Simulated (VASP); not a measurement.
Crystal: Ni.

```
Ni
1.0
    -1.40054    1.40054    1.40054
     1.40054   -1.40054    1.40054
     1.40054    1.40054   -1.40054
Ni
1
Direct
  0.00000 0.00000 0.00000
```

This isn't the form of Ni at room conditions, which is fcc.

Base run:

| Quantity | Value |
| --- | --- |
| Program | VASP 6.6.1 |
| Functional | PBE |
| Potentials or basis | VASP PAW PBE potentials, release 64 (Ni) |
| Cutoff | 600 eV |
| k mesh | 20 × 20 × 20 |
| Occupations | gaussian, width 0.05 eV |
| Spin | no spin polarisation |

Its results: pressure -2.1 GPa.

Question: The run is repeated on the same cell with these changes: spin from no spin polarisation to collinear spin, ferromagnetic start; further incar settings from ALGO = Normal; EDIFF = 1e-06; NBANDS = 11 to ALGO = Normal; EDIFF = 1e-06; NBANDS = 15. What comes out?

Answer: Pressure -0.1 GPa; net moment 0.58 μB per cell; site moments Ni +0.59 μB.
